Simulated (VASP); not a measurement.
Here is a VASP 6.6.1 calculation.

INCAR

```
SYSTEM = KZnF3
PREC = Accurate
ENCUT = 520
EDIFF = 1E-7
ISMEAR = 0
SIGMA = 0.02
LREAL = .FALSE.
LASPH = .TRUE.
NELM = 80
ALGO = Normal
ISIF = 2
LWAVE = .FALSE.
LCHARG = .FALSE.
GGA = PE
NBANDS = 29
```

File KPOINTS:

```
Automatic mesh
0
G
  6 6 6
  0 0 0
```

File POSCAR:

```
KZnF3
1.0
    3.8060429257      0.0000000000      0.0000000000
    0.0000000000      3.8060429257      0.0000000000
    0.0000000000      0.0000000000      3.8060429257
K Zn F
1 1 3
Direct
    0.0000000000      0.0000000000      0.0000000000
    0.5000000000      0.5000000000      0.5000000000
    0.0000000000      0.5000000000      0.5000000000
    0.5000000000      0.0000000000      0.5000000000
    0.5000000000      0.5000000000      0.0000000000
```

Potentials or basis: VASP PAW PBE potentials, release 64 (K_sv, Zn, F).

Launch:

```console
$ cat potpaw_PBE.64/K_sv/POTCAR potpaw_PBE.64/Zn/POTCAR potpaw_PBE.64/F/POTCAR > POTCAR
$ mpirun -np 1 vasp_std > vasp.out
```

Problem. Estimate the pressure.

Solution. 31.2 GPa.

Problem. Predict the band gap on the k mesh.

Solution. 4.31 eV, indirect (least direct gap 7.38 eV).

A k mesh can miss the band edges. Expect the measured gap to be larger: semilocal functionals such as PBE lack the derivative discontinuity.
